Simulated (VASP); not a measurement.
Runs of VASP 6.6.1 on In3Cu. The structure is that of space group Pm-3m (No. 221), or close to it. The cells are those of the table. 

```csv
cell,further INCAR settings,gap on the mesh (eV),pressure (GPa)
"a = 4.702 Å, 4 atoms",ALGO = Fast; EDIFF = 1e-06; NBANDS = 33,none,-4.3
"a = 4.595 Å, 4 atoms",ALGO = Fast; EDIFF = 1e-06; NBANDS = 33,none,-2.4
"a = 4.659 Å, 4 atoms",ALGO = Fast; EDIFF = 1e-06; NBANDS = 33,none,(a)
"a = 4.359 Å, 4 atoms",ALGO = Fast; EDIFF = 1e-07; NBANDS = 33,none,5.4
```

Alike in all rows: task single point; level PBE; potentials or basis VASP PAW PBE potentials, release 64 (In_d, Cu); no spin polarisation; k mesh 10 × 10 × 10; cutoff (eV) 520; smearing gaussian 0.1 eV.

Q: Fill in the values left out.

A: (a) -3.6.

Caveats: spin-orbit coupling is left out, which moves the levels of the heavy elements; the cell stands under tension (at least some runs); the cell stands under pressure (at least some runs).

A k mesh can miss the band edges, and the runs leave out spin-orbit coupling on In.

A gap of «none» marks levels without a gap at the run's occupations.
